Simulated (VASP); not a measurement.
# BiO4 (P6mm) in VASP: a series of runs, part 2 of 2

VASP 6.6.1.

## 3. Relaxation of cell and atoms, PBE

File INCAR:

```
PREC = Accurate ; ENCUT = 600
EDIFF = 1E-6 ; ISMEAR = 0
SIGMA = 0.1 ; LREAL = False
LASPH = True ; NELM = 60
ALGO = Normal ; ISIF = 3
LWAVE = False ; LCHARG = False
GGA = PE ; IBRION = 2
NSW = 90 ; EDIFFG = -0.04
```

File KPOINTS:

```
regular mesh
0
Gamma
  6 6 4
```

File POSCAR:

```
BiO4
1.0
    4.4072514200      0.0000000000      0.0000000000
   -2.2036257100      3.8167916900      0.0000000000
    0.0000000000      0.0000000000      4.3704423500
Bi O
1 4
Direct
    0.0000000000      0.0000000000      0.9585125400
    0.5000000000      0.0000000000      0.7618788400
    0.0000000000      0.5000000000      0.7618788400
    0.5000000000      0.5000000000      0.7618788400
    0.0000000000      0.0000000000      0.3672921200
```

Potentials or basis: VASP PAW PBE potentials, release 64 (Bi_d, O).

Launch:

```bash
> cat potpaw_PBE.64/Bi_d/POTCAR potpaw_PBE.64/O/POTCAR > POTCAR
> mpirun -np 1 vasp_std > vasp.out
```

OUTCAR:

```text
PREC = Accurate
   ENCUT = 600
   EDIFF = 1E-6
   ISMEAR = 0
   LREAL = False
   LASPH = True
   NELM = 60
   ISIF = 3
   GGA = PE
   IBRION = 2
   NSW = 90
   EDIFFG = -0.04

 ion  position               nearest neighbor table
   1  0.000  0.000  0.959-   5 1.79   4 2.37   3 2.37   3 2.37   4 2.37   2 2.37   2 2.37   5 2.58

   2  0.500  0.000  0.762-   1 2.37   1 2.37
   3  0.000  0.500  0.762-   1 2.37   1 2.37
   4  0.500  0.500  0.762-   1 2.37   1 2.37
   5  0.000  0.000  0.367-   1 1.79   1 2.58

  LATTYP: Found a hexagonal cell.
 ALAT       =     4.4072514200
 C/A-ratio  =     0.9916480667

  Lattice vectors:

 A1 = (   4.4072514200,   0.0000000000,   0.0000000000)
 A2 = (  -2.2036257100,   3.8167916900,   0.0000000000)
 A3 = (   0.0000000000,   0.0000000000,   4.3704423500)

Analysis of symmetry for initial positions (statically):
=====================================================================
 Subroutine PRICEL returns:
 Original cell was already a primitive cell.

 Routine SETGRP: Setting up the symmetry group for a
 hexagonal supercell.

 Subroutine GETGRP returns: Found 12 space group operations
 (whereof 12 operations were pure point group operations)
 out of a pool of 24 trial point group operations.

The static configuration has the point symmetry C_6v.

Analysis of symmetry for dynamics (positions and initial velocities):
=====================================================================
 Subroutine PRICEL returns:
 Original cell was already a primitive cell.

 Routine SETGRP: Setting up the symmetry group for a
 hexagonal supercell.

 Subroutine GETGRP returns: Found 12 space group operations
 (whereof 12 operations were pure point group operations)
 out of a pool of 24 trial point group operations.

The dynamic configuration has the point symmetry C_6v.

 Subroutine INISYM returns: Found 12 space group operations
 (whereof 12 operations are pure point group operations),
 and found     1 'primitive' translations

----------------------------------------------------------------------------------------

                                     Primitive cell

  volume of cell :      73.5177

  direct lattice vectors                    reciprocal lattice vectors
     4.407251420  0.000000000  0.000000000     0.226898787  0.131000076  0.000000000
    -2.203625710  3.816791690  0.000000000     0.000000000  0.262000151  0.000000000
     0.000000000  0.000000000  4.370442350     0.000000000  0.000000000  0.228809791

  length of vectors
     4.407251420  4.407251419  4.370442350     0.262000151  0.262000151  0.228809791

  position of ions in fractional coordinates (direct lattice)
     0.000000000  0.000000000  0.958512540
     0.500000000  0.000000000  0.761878840
     0.000000000  0.500000000  0.761878840
     0.500000000  0.500000000  0.761878840
     0.000000000  0.000000000  0.367292120

  ion indices of the primitive-cell ions
[... 26 lines left out ...]
     0.000000000  0.000000000  0.000000000

 Subroutine IBZKPT returns following result:
 ===========================================

 Found     21 irreducible k-points:

 Following reciprocal coordinates:
            Coordinates               Weight
  0.000000  0.000000  0.000000      1.000000
  0.166667  0.000000  0.000000      6.000000
  0.333333  0.000000  0.000000      6.000000
  0.500000  0.000000  0.000000      3.000000
  0.166667  0.166667  0.000000      6.000000
  0.333333  0.166667  0.000000     12.000000
[... 13 lines left out ...]
  0.333333  0.166667  0.500000     12.000000
  0.333333  0.333333  0.500000      2.000000
   k-points           NKPTS =     21   k-points in BZ     NKDIM =     21   number of bands    NBANDS=     23
   number of dos      NEDOS =    301   number of ions     NIONS =      5
   total plane-waves  NPLWV =  46656
   dimension x,y,z NGX =    36 NGY =   36 NGZ =   36
   dimension x,y,z NGXF=    72 NGYF=   72 NGZF=   72
   ions per type =               1   4
   NGX,Y,Z   is equivalent  to a cutoff of  13.58, 13.58, 13.69 a.u.
   NGXF,Y,Z  is equivalent  to a cutoff of  27.16, 27.16, 27.39 a.u.
 SYSTEM =  unknown system
   PREC   = accura    normal or accurate (medium, high low for compatibility)
   ISTART =      0    job   : 0-new  1-cont  2-samecut
   ICHARG =      2    charge: 1-file 2-atom 10-const
   ISPIN  =      1    spin polarized calculation?
   LNONCOLLINEAR =      F non collinear calculations
   LSORBIT =      F    spin-orbit coupling
   LASPH  =      T    aspherical Exc in radial PAW
   ENCUT  =  600.0 eV  44.10 Ry    6.64 a.u.   8.80  8.80  8.73*2*pi/ulx,y,z
   NELM   =     60;   NELMIN=  2; NELMDL= -5     # of ELM steps
   EDIFF  = 0.1E-05   stopping-criterion for ELM
   LREAL  =      F    real-space projection
   EDIFFG = -.4E-01   stopping-criterion for IOM
   NSW    =     90    number of steps for IOM
   IBRION =      2    ionic relax: 0-MD 1-quasi-New 2-CG
   NFREE  =      1    steps in history (QN), initial steepest desc. (CG)
   ISIF   =      3    stress and relaxation
   ISYM   =      2    0-nonsym 1-usesym 2-fastsym
   POTIM  = 0.5000    time-step for ionic-motion
   TEBEG  =    0.0;   TEEND  =   0.0 temperature during run
   PSTRESS=    0.0 pullay stress
   NELECT =      39.0000    total number of electrons
   NUPDOWN=      -1.0000    fix difference up-down
   EMIN   =  10.00;   EMAX   =-10.00  energy-range for DOS
   EFERMI =   0.00;   METHOD = LEGACY
   ISMEAR =     0;   SIGMA  =   0.10  broadening in eV -4-tet -1-fermi 0-gaus
   EFERMI_NEDOS =   21; number of points for ismear=-14 and -15
   IALGO  =     38    algorithm
   IMIX   =      4    mixing-type and parameters
     AMIX     =   0.40;   BMIX     =  1.00
     AMIX_MAG =   1.60;   BMIX_MAG =  1.00
  volume/ion in A,a.u.               =      14.70        99.22
  Fermi-wavevector in a.u.,A,eV,Ry     =   1.325254  2.504367 23.895889  1.756298
  Thomas-Fermi vector in A             =   2.454729
   LORBIT       =      0    0 simple, 1 ext, 2 COOP (PROOUT), +10 PAW based schemes
   GGA     = PE    functional components
   LHFCALC =     F    Hartree Fock is set to
   AEXX    =    0.0000 exact exchange contribution
   IVDW    =     0    specifies the selected vdW correction
   LEPSILON=     F    determine dielectric tensor
   LRPA    =     F    only Hartree local field effects (RPA)
 conjugate gradient relaxation of ions
 non-spin polarized calculation
 Gauss-broadening in eV      SIGMA  =   0.10
  energy-cutoff  :      600.00
  volume of cell :       73.52
 maximum number of plane-waves:      2472
 NGX is ok and might be reduce to    36
   NGX = 17   NGY = 17   NGZ = 17

--------------------------------------- Ionic step        1  -------------------------------------------

 number of electron      38.9999993 magnetization

 Free energy of the ion-electron system (eV)
  ---------------------------------------------------
  ext. energy  EPLUGINS =         0.00000000
  ---------------------------------------------------
  free energy    TOTEN  =       -20.51510648 eV

  energy without entropy =      -20.49283121  energy(sigma->0) =      -20.50396884

------------------------ aborting loop because EDIFF is reached ----------------------------------------

  FORCE on cell =-STRESS in cart. coord.  units (eV):
  Direction    XX          YY          ZZ          XY          YZ          ZX
  --------------------------------------------------------------------------------------
  -------------------------------------------------------------------------------------
  Total       -1.4824075     -1.4824075      9.8366040      0.0000000      0.0000000      0.0000000
  in kB      -32.3062467    -32.3062467    214.3700397      0.0000000      0.0000000      0.0000000
  external PRESSURE =      49.9191821 kB  Pullay stress =       0.0000000 kB
[... 98 lines left out ...]
  FREE ENERGIE OF THE ION-ELECTRON SYSTEM (eV)
  ---------------------------------------------------
  free  energy   TOTEN  =       -20.7448038584 eV

  energy  without entropy=      -20.6991437311  energy(sigma->0) =      -20.72197379

[... ionic steps 4 to 23 ...]

--------------------------------------- Ionic step       24  -------------------------------------------

 number of electron      39.0000016 magnetization

------------------------ aborting loop because EDIFF is reached ----------------------------------------
[... 73 lines left out ...]
--------------------------------------- Ionic step       26  -------------------------------------------

 number of electron      39.0000015 magnetization

 Free energy of the ion-electron system (eV)
  ---------------------------------------------------
  ext. energy  EPLUGINS =         0.00000000
  ---------------------------------------------------
  free energy    TOTEN  =       -21.67022803 eV

  energy without entropy =      -21.63599478  energy(sigma->0) =      -21.65311140

 E-fermi :   1.0737     XC(G=0):  -9.4296

 val. band max:        1.0694382772   @ k =   0.3333   0.3333   0.5000
 cond. band min:       1.0984431411   @ k =   0.5000   0.0000   0.2500
 fundamental gap:      0.0290048639
 Fermi energy:         1.0736628480

 k-point     1 :       0.0000    0.0000    0.0000
  band No.  band energies     occupation
      1     -21.0216      2.00000
      2     -20.6353      2.00000
      3     -20.6353      2.00000
      4     -20.3467      2.00000
      5     -20.3467      2.00000
      6     -17.7494      2.00000
[... 567 lines left out ...]
  FREE ENERGIE OF THE ION-ELECTRON SYSTEM (eV)
  ---------------------------------------------------
  free  energy   TOTEN  =       -21.6702280297 eV

  energy  without entropy=      -21.6359947758  energy(sigma->0) =      -21.65311140

 reached required accuracy - stopping structural energy minimisation
```

OSZICAR:

```text
N       E                     dE             d eps       ncg     rms          rms(c)
DAV:   1     0.470705526540E+03    0.47071E+03   -0.22057E+04   966   0.209E+03
DAV:   2     0.257137870702E+02   -0.44499E+03   -0.43589E+03  1113   0.541E+02
DAV:   3    -0.219586857309E+02   -0.47672E+02   -0.46846E+02  1176   0.178E+02
[... 294 lines left out ...]
DAV:   3    -0.216698524882E+02    0.27940E-01   -0.13889E-01  1220   0.163E+00    0.155E-01
DAV:   4    -0.216702463649E+02   -0.39388E-03   -0.63530E-03  1153   0.831E-01    0.752E-02
DAV:   5    -0.216702329989E+02    0.13366E-04   -0.39392E-04  1143   0.150E-01    0.223E-02
DAV:   6    -0.216702286892E+02    0.43097E-05   -0.27817E-05  1352   0.543E-02    0.735E-03
DAV:   7    -0.216702280297E+02    0.65952E-06   -0.25159E-06   992   0.140E-02
  26 F= -.21670228E+02 E0= -.21653111E+02  d E =-.496187E-03
```

CONTCAR:

```text
BiO4
   1.00000000000000
     4.5263664877606606   -0.0000000000000000    0.0000000000000000
    -2.2631832438803303    3.9199483646098203   -0.0000000000000000
    -0.0000000000000000   -0.0000000000000000    4.2005384785497455
  Bi              O
     1     4
Direct
     0.0000000000000000    0.0000000000000000    0.8254639971512581
     0.5000000000000000    0.0000000000000000    0.8203042962635602
     0.0000000000000000    0.5000000000000000    0.8203042962635602
     0.5000000000000000    0.5000000000000000    0.8203042962635602
     1.0000000000000000    1.0000000000000000    0.3250642940580686

  0.00000000E+00  0.00000000E+00  0.00000000E+00
  0.00000000E+00  0.00000000E+00  0.00000000E+00
  0.00000000E+00  0.00000000E+00  0.00000000E+00
  0.00000000E+00  0.00000000E+00  0.00000000E+00
  0.00000000E+00  0.00000000E+00  0.00000000E+00
```

It took 5.1 min on 1 thread of Intel Xeon 6975P-C (Granite Rapids), shared host; peak memory 0.22 GiB.

Results:

* Free energy: -21.6702 eV
* Relaxed volume: 14.91 Å³/atom
* Relaxed cell: a = 4.526 Å, b = 4.526 Å, c = 4.201 Å, α = 90.00°, β = 90.00°, γ = 120.00°
* Space group after relaxing (to 0.05 Å): P6/mmm (No. 191)
* Energy gained by relaxing: 231.0 meV/atom
* Ionic steps: 26
* Pressure after relaxing: 0.1 GPa
* Largest force after relaxing: 0.023 eV/Å

Forces in eV/Å, atoms in the order of the input:
```
Bi   0.000  0.000 -0.004
O    0.000  0.000  0.009
O    0.000  0.000  0.009
O    0.000  0.000  0.009
O    0.000  0.000 -0.023
```

Stress tensor (GPa, compression positive):
```
-0.06  0.00  0.00
 0.00 -0.06  0.00
 0.00  0.00  0.34
```

The path:
```tsv
step	energy change (eV)	largest force (eV/Å)	pressure (GPa)	volume (Å³)
1	0.0000	7.2220	4.99	73.52
2	-0.0023	1.6411	4.19	78.21
3	-0.2297	1.4716	1.38	77.34
4	-0.3996	1.4310	-0.27	76.65
5	-0.6717	0.6080	-1.55	75.10
6	-0.6682	1.3582	-1.00	74.65
7	-0.6782	0.8499	-1.39	74.92
8	-0.6782	0.8977	-1.37	74.89
9	-0.7824	0.8967	-0.22	73.79
10	-0.9535	0.6879	3.25	70.44
11	-1.0243	0.4853	0.47	72.82
12	-1.0325	0.4109	-0.71	73.98
13	-1.0969	0.2359	-1.35	75.12
14	-1.1200	0.1922	-1.96	76.16
15	-1.1209	0.1879	-2.08	76.38
16	-1.1392	0.1052	0.49	74.28
17	-1.1392	0.1083	0.45	74.33
18	-1.1456	0.0882	0.46	74.12
19	-1.1458	0.0832	0.46	74.08
20	-1.1482	0.0811	-0.08	74.56
21	-1.1488	0.0921	-0.55	74.97
22	-1.1505	0.0715	-0.48	74.96
23	-1.1523	0.0483	-0.30	74.94
24	-1.1538	0.0446	-0.04	74.69
25	-1.1546	0.0380	0.36	74.32
26	-1.1551	0.0226	0.07	74.53
```

Final structure:
```
Bi O
1.0
     4.52637    0.00000    0.00000
    -2.26318    3.91995    0.00000
     0.00000    0.00000    4.20054
Bi O
1 4
Direct
  0.00000 0.00000 0.82546
  0.50000 0.00000 0.82030
  0.00000 0.50000 0.82030
  0.50000 0.50000 0.82030
  0.00000 0.00000 0.32506
```

Caveat: spin-orbit coupling is left out, which moves the levels of the heavy elements; an odd number of electrons without spin polarisation forces a metal; a magnetic or distorted state may lie lower.
